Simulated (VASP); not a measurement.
# Au (Fm-3m) in VASP: notebook

The runs below take Au through single point, with LDA.

All numbers are computed with VASP 6.6.1; they aren't measurements. Logs are shortened: lines on timing, memory, paths and dates and some standing lists are left out, and cuts for length are marked.

## Step 1: The cell of the first run

It takes space group Fm-3m (No. 225, cubic). Conventional cell: a = 4.046 Å, b = 4.046 Å, c = 4.046 Å, α = 90.00°, β = 90.00°, γ = 90.00°. Within 3.8 Å of Au (site symmetry m-3m) lie 12 Au at 2.86 Å.

## Step 2: Single point, LDA

INCAR reads:

```
PREC = Accurate
ENCUT = 520
EDIFF = 1E-6
ISMEAR = -1
SIGMA = 0.1
LREAL = False
LASPH = True
NELM = 100
ALGO = Normal
ISIF = 2
LWAVE = False
LCHARG = False
GGA = CA
NBANDS = 12
```

KPOINTS reads:

```
regular mesh
0
Gamma
  11 11 11
```

POSCAR reads:

```
Au
1.0
    0.0000000000      2.0229622709      2.0229622709
    2.0229622709      0.0000000000      2.0229622709
    2.0229622709      2.0229622709      0.0000000000
Au
1
Direct
    0.0000000000      0.0000000000      0.0000000000
```

Potentials or basis: VASP PAW LDA potentials, release 64 (Au).

The run is started by

```
> cat potpaw_LDA.64/Au/POTCAR > POTCAR
> mpirun -np 1 vasp_std > vasp.out
```

OUTCAR:

```text
PREC = Accurate
   ENCUT = 520
   EDIFF = 1E-6
   ISMEAR = -1
   LREAL = False
   LASPH = True
   NELM = 100
   ISIF = 2
   GGA = CA

 ion  position               nearest neighbor table
   1  0.000  0.000  0.000-

  LATTYP: Found a face centered cubic cell.
 ALAT       =     4.0459245418

  Lattice vectors:

 A1 = (   0.0000000000,   2.0229622709,   2.0229622709)
 A2 = (   2.0229622709,   0.0000000000,   2.0229622709)
 A3 = (   2.0229622709,   2.0229622709,   0.0000000000)

Analysis of symmetry for initial positions (statically):
=====================================================================
 Subroutine PRICEL returns:
 Original cell was already a primitive cell.

 Routine SETGRP: Setting up the symmetry group for a
 face centered cubic supercell.

 Subroutine GETGRP returns: Found 48 space group operations
 (whereof 48 operations were pure point group operations)
 out of a pool of 48 trial point group operations.

The static configuration has the point symmetry O_h .

Analysis of symmetry for dynamics (positions and initial velocities):
=====================================================================
 Subroutine PRICEL returns:
 Original cell was already a primitive cell.

 Routine SETGRP: Setting up the symmetry group for a
 face centered cubic supercell.

 Subroutine GETGRP returns: Found 48 space group operations
 (whereof 48 operations were pure point group operations)
 out of a pool of 48 trial point group operations.

The dynamic configuration has the point symmetry O_h .

 Subroutine INISYM returns: Found 48 space group operations
 (whereof 48 operations are pure point group operations),
 and found     1 'primitive' translations

----------------------------------------------------------------------------------------

                                     Primitive cell

  volume of cell :      16.5574

  direct lattice vectors                    reciprocal lattice vectors
     0.000000000  2.022962271  2.022962271    -0.247162296  0.247162296  0.247162296
     2.022962271  0.000000000  2.022962271     0.247162296 -0.247162296  0.247162296
     2.022962271  2.022962271  0.000000000     0.247162296  0.247162296 -0.247162296

  length of vectors
     2.860900680  2.860900680  2.860900680     0.428097655  0.428097655  0.428097655

  position of ions in fractional coordinates (direct lattice)
     0.000000000  0.000000000  0.000000000

  ion indices of the primitive-cell ions
[... 75 lines left out ...]
   LREAL  =      F    real-space projection
   EDIFFG = 0.1E-04   stopping-criterion for IOM
   NSW    =      0    number of steps for IOM
   IBRION =     -1    ionic relax: 0-MD 1-quasi-New 2-CG
   NFREE  =      0    steps in history (QN), initial steepest desc. (CG)
   ISIF   =      2    stress and relaxation
   ISYM   =      2    0-nonsym 1-usesym 2-fastsym
   POTIM  = 0.5000    time-step for ionic-motion
   TEBEG  =    0.0;   TEEND  =   0.0 temperature during run
   PSTRESS=    0.0 pullay stress
   NELECT =      11.0000    total number of electrons
   NUPDOWN=      -1.0000    fix difference up-down
   EMIN   =  10.00;   EMAX   =-10.00  energy-range for DOS
   EFERMI =   0.00;   METHOD = LEGACY
   ISMEAR =    -1;   SIGMA  =   0.10  broadening in eV -4-tet -1-fermi 0-gaus
   EFERMI_NEDOS =   21; number of points for ismear=-14 and -15
   IALGO  =     38    algorithm
   IMIX   =      4    mixing-type and parameters
     AMIX     =   0.40;   BMIX     =  1.00
     AMIX_MAG =   1.60;   BMIX_MAG =  1.00
  volume/ion in A,a.u.               =      16.56       111.74
  Fermi-wavevector in a.u.,A,eV,Ry     =   1.428481  2.699439 27.763495  2.040559
  Thomas-Fermi vector in A             =   2.548539
   LORBIT       =      0    0 simple, 1 ext, 2 COOP (PROOUT), +10 PAW based schemes
   GGA     = CA    functional components
   LHFCALC =     F    Hartree Fock is set to
   AEXX    =    0.0000 exact exchange contribution
   IVDW    =     0    specifies the selected vdW correction
   LEPSILON=     F    determine dielectric tensor
   LRPA    =     F    only Hartree local field effects (RPA)
 non-spin polarized calculation
  energy-cutoff  :      520.00
  volume of cell :       16.56
 maximum number of plane-waves:       459
 NGX is ok and might be reduce to    24
   NGX = 11   NGY = 11   NGZ = 11

 number of electron      10.9999999 magnetization

 Free energy of the ion-electron system (eV)
  ---------------------------------------------------
  ext. energy  EPLUGINS =         0.00000000
  ---------------------------------------------------
  free energy    TOTEN  =        -4.45690776 eV

  energy without entropy =       -4.45002849  energy(sigma->0) =       -4.45346812

 E-fermi :   9.7913     XC(G=0): -13.1506

 val. band max:        9.6405236663   @ k =   0.4545   0.2727   0.0000
 cond. band min:       9.8608953362   @ k =  -0.4545   0.0909   0.0000
 fundamental gap:      0.2203716699
 Fermi energy:         9.7912827380

 k-point     1 :       0.0000    0.0000    0.0000
  band No.  band energies     occupation
      1      -0.4425      2.00000
      2       4.9106      2.00000
      3       4.9106      2.00000
      4       4.9106      2.00000
      5       6.5280      2.00000
      6       6.5280      2.00000
      7      24.2244      0.00000
      8      28.3432      0.00000
      9      28.3432      0.00000
     10      28.3432      0.00000
     11      33.4668      0.00000
     12      38.3734      0.00000
[... 331 lines left out ...]
 k-point    24 :      -0.1818    0.1818    0.0000
  band No.  band energies     occupation
      1       2.1932      2.00000
      2       4.2655      2.00000
      3       5.1193      2.00000
      4       5.8301      2.00000
      5       5.8811      2.00000
      6       7.7866      2.00000
      7      21.2964      0.00000
      8      23.3424      0.00000
      9      27.5369      0.00000
     10      29.0110      0.00000
     11      31.9224      0.00000
     12      34.6223      0.00000

 [... further k-points ...]
[... 5 lines left out ...]
  --------------------------------------------------------------------------------------
  -------------------------------------------------------------------------------------
  Total        0.0646528      0.0646528      0.0646528     -0.0000000     -0.0000000      0.0000000
  in kB        6.2561151      6.2561151      6.2561151     -0.0000000     -0.0000000      0.0000000
  external PRESSURE =       6.2561151 kB  Pullay stress =       0.0000000 kB

 VOLUME and BASIS-vectors are now :
 -----------------------------------------------------------------------------
  energy-cutoff  :      520.00
  volume of cell :       16.56
      direct lattice vectors                 reciprocal lattice vectors
     0.000000000  2.022962271  2.022962271    -0.247162296  0.247162296  0.247162296
     2.022962271  0.000000000  2.022962271     0.247162296 -0.247162296  0.247162296
     2.022962271  2.022962271  0.000000000     0.247162296  0.247162296 -0.247162296

 POSITION                                       TOTAL-FORCE (eV/Angst)
 -----------------------------------------------------------------------------------
      0.00000      0.00000      0.00000         0.000000     -0.000000     -0.000000
 -----------------------------------------------------------------------------------
    total drift:                                0.000000      0.000000      0.000000

  FREE ENERGIE OF THE ION-ELECTRON SYSTEM (eV)
  ---------------------------------------------------
  free  energy   TOTEN  =        -4.4569077567 eV

  energy  without entropy=       -4.4500284869  energy(sigma->0) =       -4.45346812
```

OSZICAR:

```text
N       E                     dE             d eps       ncg     rms          rms(c)
DAV:   1     0.485081090405E+02    0.48508E+02   -0.55134E+03  1388   0.813E+02
DAV:   2    -0.403786338442E+01   -0.52546E+02   -0.49924E+02  1612   0.189E+02
DAV:   3    -0.478427959710E+01   -0.74642E+00   -0.74554E+00  1600   0.211E+01
DAV:   4    -0.478669997703E+01   -0.24204E-02   -0.24203E-02  1620   0.140E+00
DAV:   5    -0.478671684844E+01   -0.16871E-04   -0.16870E-04  1636   0.110E-01    0.105E+01
DAV:   6    -0.448434590848E+01    0.30237E+00   -0.80341E-01  1436   0.718E+00    0.643E+00
DAV:   7    -0.446038998016E+01    0.23956E-01   -0.68668E-02  1564   0.206E+00    0.295E+00
DAV:   8    -0.445691057021E+01    0.34794E-02   -0.20434E-03  1516   0.458E-01    0.272E-01
DAV:   9    -0.445690752598E+01    0.30442E-05   -0.88288E-06  1596   0.271E-02    0.164E-02
DAV:  10    -0.445690775671E+01   -0.23073E-06   -0.94080E-07  1436   0.700E-03
   1 F= -.44569078E+01 E0= -.44534681E+01  d E =-.687927E-02
```

Wall time 9 s (1 thread of Intel Xeon Platinum 8259CL at 2.50GHz (Skylake/Cascade Lake), shared host); peak memory 0.13 GiB.

What came out:

| Property | Result |
| --- | --- |
| Free energy | -4.4569 eV |
| Pressure | 0.6 GPa |

Caveat: spin-orbit coupling is left out, which moves the levels of the heavy elements.

## Step 3: Single point, LDA

INCAR reads:

```
SYSTEM = Au
  ALGO = Normal
  EDIFF = 1E-6
  ENCUT = 520
  GGA = CA
  ISIF = 2
  ISMEAR = -1
  LASPH = .True.
  LCHARG = .False.
  LREAL = .False.
  LWAVE = .False.
  NBANDS = 12
  NELM = 60
  PREC = Accurate
  SIGMA = 0.1
```

KPOINTS reads:

```
k-points
0
Gamma
  13 13 13
  0 0 0
```

POSCAR is that of step 2.

Potentials or basis: VASP PAW LDA potentials, release 64 (Au).

The run is started by

```
> cat potpaw_LDA.64/Au/POTCAR > POTCAR
> mpirun -np 1 vasp_std > vasp.out
```

Wall time 12 s (1 thread of Intel Xeon Platinum 8259CL at 2.50GHz (Skylake/Cascade Lake), shared host); peak memory 0.14 GiB.

Results (log left out):

| Quantity | Value |
| --- | --- |
| Free energy | -4.4527 eV |
| Pressure | 0.5 GPa |

Levels at points of the mesh, in eV from the Fermi level:
| k point | band 3 | band 4 | band 5 | band 6 | band 7 | band 8 | band 9 | band 10 |
| --- | --- | --- | --- | --- | --- | --- | --- | --- |
| (0.00, 0.00, 0.00) | -4.94 | -4.94 | -3.32 | -3.32 | 14.38 | 18.50 | 18.50 | 18.50 |

Caveat: spin-orbit coupling is left out, which moves the levels of the heavy elements.

## Step 4: Single point, LDA

INCAR reads:

```
PREC = Accurate
ENCUT = 520
EDIFF = 1E-6
ISMEAR = -1
SIGMA = 0.1
LREAL = False
LASPH = True
NELM = 100
ALGO = Normal
ISIF = 2
LWAVE = False
LCHARG = False
GGA = CA
NBANDS = 12
```

KPOINTS reads:

```
regular mesh
0
Gamma
  13 13 13
```

POSCAR is that of step 3.

The run is started by

```
> cat potpaw_LDA.64/Au/POTCAR > POTCAR
> mpirun -np 1 vasp_std > vasp.out
```

Wall time 12 s (1 thread of Intel Xeon Platinum 8259CL at 2.50GHz (Skylake/Cascade Lake), shared host); peak memory 0.14 GiB.

Results (log left out):

* Free energy: -4.4527 eV
* Pressure: 0.5 GPa

Levels at points of the mesh, in eV from the Fermi level:
| k point | band 3 | band 4 | band 5 | band 6 | band 7 | band 8 | band 9 | band 10 |
| --- | --- | --- | --- | --- | --- | --- | --- | --- |
| (0.00, 0.00, 0.00) | -4.94 | -4.94 | -3.32 | -3.32 | 14.38 | 18.50 | 18.50 | 18.50 |

Caveat: spin-orbit coupling is left out, which moves the levels of the heavy elements.
